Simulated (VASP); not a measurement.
**GaAs: relaxation of cell and atoms with LDA**

Crystal: GaAs.

```
Ga As
1.0
     0.00000    2.80169    2.80169
     2.80169    0.00000    2.80169
     2.80169    2.80169    0.00000
Ga As
1 1
Direct
  0.00000 0.00000 0.00000
  0.75000 0.75000 0.75000
```

```yaml
Program: VASP 6.6.1
Task: relaxation of cell and atoms
Functional: LDA
Potentials_or_basis: VASP PAW LDA potentials, release 64 (Ga_d, As)
Cutoff: 600 eV
k_mesh: 12 × 12 × 12
Occupations: gaussian, width 0.02 eV
Spin: no spin polarisation
Dipole_correction: no
Further_INCAR_settings: ALGO = Normal; EDIFF = 1e-07; IBRION = 2; EDIFFG = -0.005; NSW = 100; ISIF = 3
```

```json
{"Relaxed volume": "22.08 Å³/atom", "Relaxed cell": "a = 3.967 Å, b = 3.967 Å, c = 3.967 Å, α = 60.00°, β = 60.00°, γ = 60.00°", "Space group after relaxing (to 0.05 Å)": "F-43m (No. 216)", "Energy gained by relaxing": "0.1 meV/atom", "Ionic steps": "3", "Pressure after relaxing": "0.0 GPa", "Band gap on the k mesh": "0.51 eV, direct"}
```

Step by step:
```
step  energy change (eV)  largest force (eV/Å)  pressure (GPa)  volume (Å³)
   1              0.0000                0.0000            0.30        43.98
   2             -0.0001                0.0000           -0.15        44.25
   3             -0.0002                0.0000            0.02        44.16
```

Final structure:
```cif
data_structure
_symmetry_space_group_name_H-M 'P 1'
_symmetry_Int_Tables_number 1
_cell_length_a 3.9675
_cell_length_b 3.9675
_cell_length_c 3.9675
_cell_angle_alpha 60.000
_cell_angle_beta 60.000
_cell_angle_gamma 60.000
_cell_volume 44.16
loop_
_atom_site_label
_atom_site_type_symbol
_atom_site_fract_x
_atom_site_fract_y
_atom_site_fract_z
_atom_site_occupancy
Ga1 Ga 0.00000 0.00000 0.00000 1
As1 As 0.75000 0.75000 0.75000 1
```

Levels at points of the mesh, in eV from the valence-band top:
| k point | band 7 | band 8 | band 9 | band 10 | band 11 | band 12 |
| --- | --- | --- | --- | --- | --- | --- |
| (0.00, 0.00, 0.00) | 0.00 | 0.00 | 0.00 | 0.50 | 3.68 | 3.68 |
| (0.50, 0.00, 0.00) | -6.82 | -1.18 | -1.18 | 0.93 | 4.59 | 4.59 |
| (0.50, 0.50, 0.00) | -6.98 | -2.77 | -2.77 | 1.30 | 1.54 | 10.23 |

Run time: 41 s on 1 thread of Intel(R) Xeon(R) Platinum 8488C (Sapphire Rapids), with other jobs on the host, peak memory 0.2 GiB.

A k mesh can miss the band edges. Expect the measured gap to be larger: semilocal functionals such as LDA lack the derivative discontinuity.
